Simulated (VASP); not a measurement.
## CuI: single point with r2SCAN

Crystal: CuI.

```
I Cu
1.0
     0.00000    3.03150    3.03150
     3.03150    0.00000    3.03150
     3.03150    3.03150    0.00000
I Cu
1 1
Direct
  0.00000 0.00000 0.00000
  0.75000 0.75000 0.75000
```

```
Program             : VASP 6.6.1
Task                : single point
Functional          : r2SCAN
Potentials or basis : VASP PAW PBE potentials, release 64 (I, Cu)
Cutoff              : 520 eV
k mesh              : 8 × 8 × 8
Occupations         : methfessel-paxton, width 0.05 eV
Spin                : non-collinear spin, zero start, spin-orbit coupling
Starting moments    : [[0.0, 0.0, 0.0], [0.0, 0.0, 0.0]] μB
```

```
Pressure                                              : -0.8 GPa
Net moment                                            : 0.00 μB per cell
Valence electrons inside the program's atomic spheres : I 4.36; Cu 9.95
```

Moments on the atoms (μB; x, y, z):
```
I   0.00 0.00 0.00
Cu  0.00 0.00 0.00
```

Wall time 8.3 min on 1 thread of AMD EPYC 9R45 96-Core Processor (Zen 5), with other jobs on the host, peak memory 0.4 GiB.

Caveat: the PAW data sets were made with another functional, which shifts forces and pressure a little.
